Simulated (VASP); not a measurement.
# SrO (Fm-3m) in VASP: a series of runs, part 2 of 2

VASP 6.6.1. Earlier steps stand in the parts before.

## (3) Single point, PBE

This run uses another cell than the first one, of 17.17 Å³/atom, 1.042 times its volume.

Contents of INCAR:

```
SYSTEM = SrO
ALGO     = Normal         ! electronic algorithm
EDIFF    = 1E-7           ! SCF threshold, eV
ENCUT    = 520            ! plane-wave cutoff, eV
GGA      = PE             ! functional
ISIF     = 2              ! what is computed and relaxed
ISMEAR   = 0              ! smearing method
LASPH    = .TRUE.         ! aspherical terms in the spheres
LCHARG   = .FALSE.        ! write CHGCAR
LREAL    = .FALSE.        ! projectors in reciprocal space
LWAVE    = .FALSE.        ! write WAVECAR
NBANDS   = 15             ! bands
NELM     = 60             ! most SCF steps
PREC     = Accurate       ! precision mode
SIGMA    = 0.01           ! smearing width, eV
```

Contents of KPOINTS:

```
k-points
0
G
  8 8 8
  0 0 0
```

Contents of POSCAR:

```
SrO
1.0
    0.0000000000      2.5798927173      2.5798927173
    2.5798927173      0.0000000000      2.5798927173
    2.5798927173      2.5798927173      0.0000000000
Sr O
1 1
Direct
    0.5000000000      0.5000000000      0.5000000000
    0.0000000000      0.0000000000      0.0000000000
```

Potentials or basis: VASP PAW PBE potentials, release 64 (Sr_sv, O).

Command:

```bash
> cat potpaw_PBE.64/Sr_sv/POTCAR potpaw_PBE.64/O/POTCAR > POTCAR
> mpirun -np 1 vasp_std > vasp.out
```

OUTCAR:

```text
SYSTEM = SrO
   EDIFF = 1E-7
   ENCUT = 520
   GGA = PE
   ISIF = 2
   ISMEAR = 0
   LASPH = .TRUE.
   LREAL = .FALSE.
   NELM = 60
   PREC = Accurate

 ion  position               nearest neighbor table
   1  0.500  0.500  0.500-   2 2.58   2 2.58   2 2.58   2 2.58   2 2.58   2 2.58
   2  0.000  0.000  0.000-   1 2.58   1 2.58   1 2.58   1 2.58   1 2.58   1 2.58

  LATTYP: Found a face centered cubic cell.
 ALAT       =     5.1597854346

  Lattice vectors:

 A1 = (   0.0000000000,   2.5798927173,   2.5798927173)
 A2 = (   2.5798927173,   0.0000000000,   2.5798927173)
 A3 = (   2.5798927173,   2.5798927173,   0.0000000000)

Analysis of symmetry for initial positions (statically):
=====================================================================
 Subroutine PRICEL returns:
 Original cell was already a primitive cell.

 Routine SETGRP: Setting up the symmetry group for a
 face centered cubic supercell.

 Subroutine GETGRP returns: Found 48 space group operations
 (whereof 48 operations were pure point group operations)
 out of a pool of 48 trial point group operations.

The static configuration has the point symmetry O_h .

Analysis of symmetry for dynamics (positions and initial velocities):
=====================================================================
 Subroutine PRICEL returns:
 Original cell was already a primitive cell.

 Routine SETGRP: Setting up the symmetry group for a
 face centered cubic supercell.

 Subroutine GETGRP returns: Found 48 space group operations
 (whereof 48 operations were pure point group operations)
 out of a pool of 48 trial point group operations.

The dynamic configuration has the point symmetry O_h .

 Subroutine INISYM returns: Found 48 space group operations
 (whereof 48 operations are pure point group operations),
 and found     1 'primitive' translations

----------------------------------------------------------------------------------------

[... 116 lines left out ...]
   LORBIT       =      0    0 simple, 1 ext, 2 COOP (PROOUT), +10 PAW based schemes
   GGA     = PE    functional components
   LHFCALC =     F    Hartree Fock is set to
   AEXX    =    0.0000 exact exchange contribution
   IVDW    =     0    specifies the selected vdW correction
   LEPSILON=     F    determine dielectric tensor
   LRPA    =     F    only Hartree local field effects (RPA)
 non-spin polarized calculation
 Gauss-broadening in eV      SIGMA  =   0.01
  energy-cutoff  :      520.00
  volume of cell :       34.34
 maximum number of plane-waves:       941
   NGX = 13   NGY = 13   NGZ = 13

 number of electron      15.9999998 magnetization

 Free energy of the ion-electron system (eV)
  ---------------------------------------------------
  ext. energy  EPLUGINS =         0.00000000
  ---------------------------------------------------
  free energy    TOTEN  =       -12.04791236 eV

  energy without entropy =      -12.04791236  energy(sigma->0) =      -12.04791236

 E-fermi :   1.6553     XC(G=0):  -9.9775

 val. band max:        1.6148113297   @ k =   0.0000   0.0000   0.0000
 cond. band min:       4.8853134666   @ k =   0.5000   0.5000   0.0000
 fundamental gap:      3.2705021369
 Fermi energy:         1.6553345080

 k-point     1 :       0.0000    0.0000    0.0000
  band No.  band energies     occupation
      1     -30.8107      2.00000
      2     -13.4626      2.00000
      3     -12.4592      2.00000
      4     -12.4592      2.00000
      5     -12.4592      2.00000
      6       1.6148      2.00000
      7       1.6148      2.00000
      8       1.6148      2.00000
      9       5.5242      0.00000
     10       7.8024      0.00000
     11       7.8024      0.00000
     12       7.8024      0.00000
     13       9.9463      0.00000
     14       9.9463      0.00000
[... 401 lines left out ...]
      2     -14.6533      2.00000
      3     -12.8338      2.00000
      4     -12.6800      2.00000
      5     -11.6226      2.00000
      6       0.0528      2.00000
      7       0.7600      2.00000
      8       0.8330      2.00000
      9       7.9444      0.00000
     10       8.3061      0.00000
     11      10.8323      0.00000
     12      11.0413      0.00000
     13      13.1074      0.00000
     14      14.4302      0.00000
     15      14.8392      0.00000

 [... further k-points ...]
[... 5 lines left out ...]
  --------------------------------------------------------------------------------------
  -------------------------------------------------------------------------------------
  Total        0.5058934      0.5058934      0.5058934      0.0000000     -0.0000000      0.0000000
  in kB       23.6012321     23.6012321     23.6012321      0.0000000     -0.0000000      0.0000000
  external PRESSURE =      23.6012321 kB  Pullay stress =       0.0000000 kB

 VOLUME and BASIS-vectors are now :
 -----------------------------------------------------------------------------
  energy-cutoff  :      520.00
  volume of cell :       34.34
      direct lattice vectors                 reciprocal lattice vectors
     0.000000000  2.579892717  2.579892717    -0.193806509  0.193806509  0.193806509
     2.579892717  0.000000000  2.579892717     0.193806509 -0.193806509  0.193806509
     2.579892717  2.579892717  0.000000000     0.193806509  0.193806509 -0.193806509

 POSITION                                       TOTAL-FORCE (eV/Angst)
 -----------------------------------------------------------------------------------
      2.57989      2.57989      2.57989         0.000000      0.000000     -0.000000
      0.00000      0.00000      0.00000        -0.000000     -0.000000      0.000000
 -----------------------------------------------------------------------------------
    total drift:                                0.000000      0.000000      0.000000

  FREE ENERGIE OF THE ION-ELECTRON SYSTEM (eV)
  ---------------------------------------------------
  free  energy   TOTEN  =       -12.0479123631 eV

  energy  without entropy=      -12.0479123631  energy(sigma->0) =      -12.04791236
```

It took 17 s on 1 thread of AMD EPYC 7R43 (Zen 3), shared host; peak memory 0.13 GiB.

What came out:

* Free energy: -12.0479 eV
* Pressure: 2.4 GPa
* Band gap on the k mesh: 3.27 eV, indirect (least direct gap 3.37 eV)

## (4) Single point, PBE

This run uses another cell than the first one, of 17.52 Å³/atom, 1.064 times its volume.

Contents of INCAR:

```
  PREC = Accurate
  ENCUT = 520
  EDIFF = 1E-6
  ISMEAR = 0
  SIGMA = 0.01
  LREAL = F
  LASPH = T
  NELM = 100
  ALGO = Normal
  ISIF = 2
  LWAVE = F
  LCHARG = F
  GGA = PE
  NBANDS = 15
```

Contents of KPOINTS:

```
Automatic mesh
0
Gamma
  8 8 8
```

Contents of POSCAR:

```
SrO
1.0
    0.0000000000      2.5973730392      2.5973730392
    2.5973730392      0.0000000000      2.5973730392
    2.5973730392      2.5973730392      0.0000000000
Sr O
1 1
Direct
    0.5000000000      0.5000000000      0.5000000000
    0.0000000000      0.0000000000      0.0000000000
```

Command:

```bash
> cat potpaw_PBE.64/Sr_sv/POTCAR potpaw_PBE.64/O/POTCAR > POTCAR
> mpirun -np 1 vasp_std > vasp.out
```

Wall time 15 s (1 thread of AMD EPYC 7R43 (Zen 3), shared host); peak memory 0.13 GiB.

The run converged. Its results:

* Free energy: -12.0546 eV
* Pressure: 0.5 GPa
* Band gap on the k mesh: 3.28 eV, indirect (least direct gap 3.39 eV)

Levels at points of the mesh, in eV from the valence-band top:
| k point | band 4 | band 5 | band 6 | band 7 | band 8 | band 9 | band 10 | band 11 | band 12 | band 13 |
| --- | --- | --- | --- | --- | --- | --- | --- | --- | --- | --- |
| (0.00, 0.00, 0.00) | -14.17 | -14.17 | 0.00 | 0.00 | 0.00 | 3.77 | 6.14 | 6.14 | 6.14 | 8.24 |
| (0.50, 0.00, 0.00) | -14.24 | -12.99 | -2.11 | -1.08 | -1.08 | 6.42 | 8.21 | 8.67 | 8.67 | 11.62 |
| (0.50, 0.50, 0.00) | -14.50 | -14.50 | -0.48 | -0.11 | -0.11 | 3.28 | 7.57 | 9.97 | 10.11 | 10.84 |

## (5) The runs side by side

| cell | gap on the mesh (eV) | pressure (GPa) |
| --- | --- | --- |
| a = 3.598 Å, angles 60.0°, 2 atoms | 3.24 | 6.7 |
| a = 3.649 Å, angles 60.0°, 2 atoms | 3.27 | 2.4 |
| a = 3.673 Å, angles 60.0°, 2 atoms | 3.28 | 0.5 |

Alike in all rows: task single point; level PBE; potentials or basis VASP PAW PBE potentials, release 64 (Sr_sv, O); no spin polarisation; k mesh 8 × 8 × 8; cutoff (eV) 520; smearing gaussian 0.01 eV.

Total energies depend on the potentials used, so only differences within one code and one set of settings carry meaning.
